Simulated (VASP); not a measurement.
Crystal: Te2Mo.

```
Mo Te
1.0
     3.54213    0.00000    0.00000
    -1.77107    3.06758    0.00000
     0.00000    0.00000   14.17667
Mo Te
2 4
Direct
  0.33333 0.66667 0.25000
  0.66667 0.33333 0.75000
  0.66667 0.33333 0.37658
  0.66667 0.33333 0.12342
  0.33333 0.66667 0.87658
  0.33333 0.66667 0.62342
```

Base run:

* Program: VASP 6.6.1
* Functional: PBE
* Potentials or basis: VASP PAW PBE potentials, release 64 (Mo_sv, Te)
* Cutoff: 520 eV
* k mesh: 6 × 6 × 2
* Occupations: gaussian, width 0.01 eV
* Spin: no spin polarisation

Its results: band gap on the k mesh 0.88 eV (least direct gap 1.00 eV); pressure 1.9 GPa; largest force 0.218 eV/Å.

Task: The run is repeated on the same cell with these changes: functional from PBE to r2SCAN. What comes out?

Result: Band gap on the k mesh 0.99 eV (least direct gap 1.08 eV); pressure 1.3 GPa; largest force 0.003 eV/Å.

Caveats: spin-orbit coupling is left out, which moves the levels of the heavy elements; this functional lacks dispersion, which binds layers or chains, so the pressure and a relaxed spacing across them are unreliable (at least some runs); the PAW data sets were made with another functional, which shifts forces and pressure a little (at least some runs).

A k mesh can miss the band edges.
